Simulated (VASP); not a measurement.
A run of VASP 6.6.1 is set up as follows.

File INCAR:

```
PREC = Accurate
ENCUT = 600
EDIFF = 1E-8
ISMEAR = 0
SIGMA = 0.01
LREAL = F
LASPH = T
NELM = 60
ALGO = Normal
ISIF = 3
LWAVE = F
LCHARG = F
GGA = CA
NBANDS = 11
IBRION = 6
NFREE = 2
POTIM = 0.015
NSW = 1
```

The input KPOINTS:

```
regular mesh
0
Gamma
  12 12 12
```

File POSCAR:

```
C
1.0
    1.2179550667      0.7031866857      3.0343290203
   -1.2179550667      0.7031866857      3.0343290203
    0.0000000000     -1.4063733713      3.0343290203
C
2
Direct
    0.1664576416      0.1664576416      0.1664576416
    0.8335423584      0.8335423584      0.8335423584
```

Potentials or basis: VASP PAW LDA potentials, release 64 (C).

Command:

```sh
$ cat potpaw_LDA.64/C/POTCAR > POTCAR
$ mpirun -np 1 vasp_std > vasp.out
```

(1) Predict the Voigt bulk modulus.

(2) Estimate the highest phonon frequency at Γ.

## Answers

(1) 330 GPa.

(2) 1629 cm⁻¹.

Caveat: the cell is under stress, which shifts elastic constants.
